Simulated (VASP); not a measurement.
# Mn2Te3S (P-62m) in VASP: single point with PBE

Aim: the single point of Mn2Te3S with PBE.

Program: VASP 6.6.1. These are calculated values, not measurements. Logs are shortened: lines on timing, memory, paths and dates and some standing lists are left out, and cuts for length are marked.

## Step 1: The cell of the first run

Symmetry: P-62m, No. 189, hexagonal system. The conventional cell has a = 7.925 Å, b = 7.925 Å, c = 4.634 Å, α = 90.00°, β = 90.00°, γ = 120.00°. Mn (site symmetry -6) has 3 Te at 2.63 Å within 3.5 Å. Within 3.5 Å of Te (site symmetry m2m) lie 2 Mn at 2.63 Å and 1 S at 2.67 Å. Within 3.5 Å of S (site symmetry -62m) lie 3 Te at 2.67 Å.

The cell was built from a structure type or drawn by symmetry, and may not be a known phase.

## Step 2: Single point, PBE, collinear spin, ferromagnetic start

Input file INCAR:

```
SYSTEM = Mn2Te3S
PREC = Accurate
ENCUT = 520
EDIFF = 1E-7
ISMEAR = 0
SIGMA = 0.15
LREAL = .False.
LASPH = .True.
NELM = 150
ALGO = Normal
ISIF = 2
LWAVE = .False.
LCHARG = .True.
ISPIN = 2
MAGMOM = 4 4 0 0 0 0
LORBIT = 11
LMAXMIX = 4
GGA = PE
LELF = .True.
LVHAR = .True.
NBANDS = 38
```

Input file KPOINTS:

```
Automatic mesh
0
Gamma
  3 3 3
  0 0 0
```

Input file POSCAR:

```
Mn2Te3S
1.0
    7.9248457299      0.0000000038      0.0000000000
   -3.9624228683      6.8631177213      0.0000000000
    0.0000000000      0.0000000000      4.6339661071
Mn Te S
2 3 1
Direct
    0.3333333333      0.6666666667      0.0000000000
    0.6666666667      0.3333333333      0.0000000000
    0.6626057287      0.0000000000      0.0000000000
    0.0000000000      0.6626057287      0.0000000000
    0.3373942713      0.3373942713      0.0000000000
    0.0000000000      0.0000000000      0.0000000000
```

Potentials or basis: VASP PAW PBE potentials, release 64 (Mn_pv, Te, S).

Launch:

```sh
> cat potpaw_PBE.64/Mn_pv/POTCAR potpaw_PBE.64/Te/POTCAR potpaw_PBE.64/S/POTCAR > POTCAR
> mpirun -np 1 vasp_std > vasp.out
```

OUTCAR:

```text
SYSTEM = Mn2Te3S
   PREC = Accurate
   ENCUT = 520
   EDIFF = 1E-7
   ISMEAR = 0
   LREAL = .False.
   LASPH = .True.
   NELM = 150
   ISIF = 2
   ISPIN = 2
   LORBIT = 11
   GGA = PE

 ion  position               nearest neighbor table
   1  0.333  0.667  0.000-   4 2.63   3 2.63   5 2.63
   2  0.667  0.333  0.000-   3 2.63   4 2.63   5 2.63
   3  0.663  0.000  0.000-   2 2.63   1 2.63   6 2.67
   4  0.000  0.663  0.000-   1 2.63   2 2.63   6 2.67
   5  0.337  0.337  0.000-   2 2.63   1 2.63   6 2.67
   6  0.000  0.000  0.000-   5 2.67   3 2.67   4 2.67

  LATTYP: Found a hexagonal cell.
 ALAT       =     7.9248457299
 C/A-ratio  =     0.5847389672

  Lattice vectors:

 A1 = (   7.9248457299,   0.0000000038,   0.0000000000)
 A2 = (  -3.9624228683,   6.8631177213,   0.0000000000)
 A3 = (   0.0000000000,   0.0000000000,   4.6339661071)

Analysis of symmetry for initial positions (statically):
=====================================================================
 Subroutine PRICEL returns:
 Original cell was already a primitive cell.

 Routine SETGRP: Setting up the symmetry group for a
 hexagonal supercell.

 Subroutine GETGRP returns: Found 12 space group operations
 (whereof 12 operations were pure point group operations)
 out of a pool of 24 trial point group operations.

The static configuration has the point symmetry D_3h.

Analysis of symmetry for dynamics (positions and initial velocities):
=====================================================================
 Subroutine PRICEL returns:
 Original cell was already a primitive cell.

 Routine SETGRP: Setting up the symmetry group for a
 hexagonal supercell.

 Subroutine GETGRP returns: Found 12 space group operations
 (whereof 12 operations were pure point group operations)
 out of a pool of 24 trial point group operations.

The dynamic configuration has the point symmetry D_3h.

Analysis of structural, dynamic, and magnetic symmetry:
=====================================================================
 Subroutine PRICEL returns:
 Original cell was already a primitive cell.

 Routine SETGRP: Setting up the symmetry group for a
 hexagonal supercell.

 Subroutine GETGRP returns: Found 12 space group operations
 (whereof 12 operations were pure point group operations)
 out of a pool of 24 trial point group operations.
[... 119 lines left out ...]
   LEPSILON=     F    determine dielectric tensor
   LRPA    =     F    only Hartree local field effects (RPA)
 spin polarized calculation
 Gauss-broadening in eV      SIGMA  =   0.15
  energy-cutoff  :      520.00
  volume of cell :      252.04
 maximum number of plane-waves:      6825
 NGX is ok and might be reduce to    60
   NGX = 29   NGY = 29   NGZ = 17

 number of electron      49.9999969 magnetization       9.4595858

 Free energy of the ion-electron system (eV)
  ---------------------------------------------------
  ext. energy  EPLUGINS =         0.00000000
  ---------------------------------------------------
  free energy    TOTEN  =       -29.07623254 eV

  energy without entropy =      -29.03341267  energy(sigma->0) =      -29.05482260

 E-fermi :   1.9272     XC(G=0):  -7.1812

 val. band max:        1.6145943961   @ k =   0.3333  -0.0000   0.3333
 cond. band min:       1.9622803123   @ k =   0.3333  -0.0000   0.0000
 fundamental gap:      0.3476859161
 Fermi energy:         1.9272079886

 spin component 1

 k-point     1 :       0.0000    0.0000    0.0000
  band No.  band energies     occupation
      1     -48.9486      1.00000
      2     -48.9486      1.00000
      3     -48.7237      1.00000
      4     -48.7237      1.00000
      5     -48.7233      1.00000
      6     -48.7233      1.00000
[... 229 lines left out ...]
     36       5.9951      0.00000
     37       7.1016      0.00000
 Fermi energy:         1.9272079886

 spin component 2

 k-point     1 :       0.0000    0.0000    0.0000
  band No.  band energies     occupation
      1     -44.4819      1.00000
      2     -44.4819      1.00000
      3     -44.4649      1.00000
      4     -44.4649      1.00000
      5     -44.4643      1.00000
      6     -44.4643      1.00000
[... 229 lines left out ...]
     36       6.8609      0.00000
     37       7.4735      0.00000
 [bands above 37 left out]

------------------------ aborting loop because EDIFF is reached ----------------------------------------

  FORCE on cell =-STRESS in cart. coord.  units (eV):
  Direction    XX          YY          ZZ          XY          YZ          ZX
  --------------------------------------------------------------------------------------
  -------------------------------------------------------------------------------------
  Total       -1.2415299     -1.2415299      0.2597616      0.0000000     -0.0000000      0.0000000
  in kB       -7.8922832     -7.8922832      1.6512787      0.0000000     -0.0000000      0.0000000
  external PRESSURE =      -4.7110959 kB  Pullay stress =       0.0000000 kB

 VOLUME and BASIS-vectors are now :
 -----------------------------------------------------------------------------
  energy-cutoff  :      520.00
  volume of cell :      252.04
      direct lattice vectors                 reciprocal lattice vectors
     7.924845730  0.000000004  0.000000000     0.126185422  0.072853187  0.000000000
    -3.962422868  6.863117721  0.000000000    -0.000000000  0.145706374  0.000000000
     0.000000000  0.000000000  4.633966107     0.000000000  0.000000000  0.215797867

 POSITION                                       TOTAL-FORCE (eV/Angst)
 -----------------------------------------------------------------------------------
     -0.00000      4.57541      0.00000        -0.000000      0.000000      0.000000
      3.96242      2.28771      0.00000        -0.000000      0.000000      0.000000
      5.25105      0.00000      0.00000        -0.011417     -0.000000     -0.000000
     -2.62552      4.54754      0.00000         0.005708     -0.009887      0.000000
      1.33690      2.31558      0.00000         0.005708      0.009887      0.000000
      0.00000      0.00000      0.00000        -0.000000      0.000000      0.000000
 -----------------------------------------------------------------------------------
    total drift:                               -0.000001     -0.000003      0.000000

  FREE ENERGIE OF THE ION-ELECTRON SYSTEM (eV)
  ---------------------------------------------------
  free  energy   TOTEN  =       -29.0762325380 eV

  energy  without entropy=      -29.0334126695  energy(sigma->0) =      -29.05482260

 total charge

# of ion       s       p       d       tot
------------------------------------------
    1        0.274   6.167   4.948  11.389
    2        0.274   6.167   4.948  11.389
    3        1.360   1.993   0.030   3.383
    4        1.360   1.993   0.030   3.383
    5        1.360   1.993   0.030   3.383
    6        1.428   2.138   0.000   3.566
--------------------------------------------------
tot          6.058  20.449   9.988  36.495

 magnetization (x)

# of ion       s       p       d       tot
------------------------------------------
    1        0.056   0.049   4.015   4.120
    2        0.056   0.049   4.015   4.120
    3        0.005   0.024   0.009   0.038
    4        0.005   0.024   0.009   0.038
    5        0.005   0.024   0.009   0.038
    6        0.010   0.025   0.000   0.035
--------------------------------------------------
tot          0.138   0.195   8.057   8.390
```

It took 7.1 min on 1 thread of Intel Xeon 8259CL, shared host; peak memory 0.49 GiB.

Results:

```yaml
Free_energy: -29.0762 eV
Pressure: -0.5 GPa
Largest_force: 0.011 eV/Å
Net_moment: 9.46 μB per cell
Site_moments: Mn +4.12; Te +0.04; S +0.04 μB
Valence_electrons_inside_the_program's_atomic_spheres: Mn 11.39; Te 3.38; S 3.57
```

Forces on the atoms (eV/Å):
```
Mn   0.000  0.000  0.000
Mn   0.000  0.000  0.000
Te  -0.011  0.000  0.000
Te   0.006 -0.010  0.000
Te   0.006  0.010  0.000
S    0.000  0.000  0.000
```

Caveat: the k points lie up to 0.45 Å⁻¹ apart; spin-orbit coupling is left out, which moves the levels of the heavy elements; semilocal functionals often make such compounds metallic where correlation or magnetic order opens a gap, which also shifts bond lengths; only a ferromagnetic start was run, and an antiferromagnetic order may lie lower in energy. With open d or f shells a metallic result of PBE can be an artefact of self-interaction; +U or a hybrid may open a gap.
